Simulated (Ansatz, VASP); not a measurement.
# Two plane-wave programs on Cs

Contents of INCAR:

```
SYSTEM = Cs
PREC = Accurate ; ENCUT = 520
EDIFF = 1E-6 ; ISMEAR = -1
SIGMA = 0.1 ; LREAL = .False.
LASPH = .True. ; NELM = 60
ALGO = Normal ; ISIF = 2
LWAVE = .False. ; LCHARG = .False.
GGA = PE ; NBANDS = 10
```

File KPOINTS:

```
Automatic mesh
0
Gamma
  8 8 8
  0 0 0
```

File POSCAR:

```
Cs
1.0
   -3.0771709509      3.0771709509      3.0771709509
    3.0771709509     -3.0771709509      3.0771709509
    3.0771709509      3.0771709509     -3.0771709509
Cs
1
Direct
    0.0000000000      0.0000000000      0.0000000000
```

Input for Ansatz:

```yaml
crystal:
  lattice:
    - [-3.0771709509, 3.0771709509, 3.0771709509]
    - [3.0771709509, -3.0771709509, 3.0771709509]
    - [3.0771709509, 3.0771709509, -3.0771709509]
  atoms:
    - { symbol: Cs, position: [0.0, 0.0, 0.0] }
hamiltonian:
  xc: pbe
  pseudopotentials:
    kind: paw
    azcp:
      Cs: "pseudopotentials/Cs.paw.azcp"
basis:
  ecutwfc: 420
  fft_grid_basis: typed
kpoints:
  mp_grid: { grid: [8, 8, 8], shift: [0, 0, 0] }
magnetization:
  spin_polarized: false
scf:
  occupations: { method: fermi_dirac, width: 0.1 }
  lower_state_search: "off"
output:
  stress: true
  write_density: true
  write_potential: true
  elf: true
  volumetric_format: npy
```

Alike in both runs: task single point; functional PBE; k mesh 8 × 8 × 8; occupations fermi-dirac, width 0.1 eV; no spin polarisation.

|  | VASP | Ansatz |
| --- | --- | --- |
| version | VASP 6.6.1 | Ansatz 0.2.0 |
| potentials or method | VASP PAW PBE potentials, release 64 (Cs_sv), cutoff 520 eV | plane waves (420 eV) with PAW, scalar-relativistic |
| valence electrons in the cell | 9 | 9 |

|  | VASP | Ansatz | Ansatz less VASP |
| --- | --- | --- | --- |
| pressure (GPa) | 0.0 | 0.0 | +0.01 |

Spin-orbit coupling is off throughout.
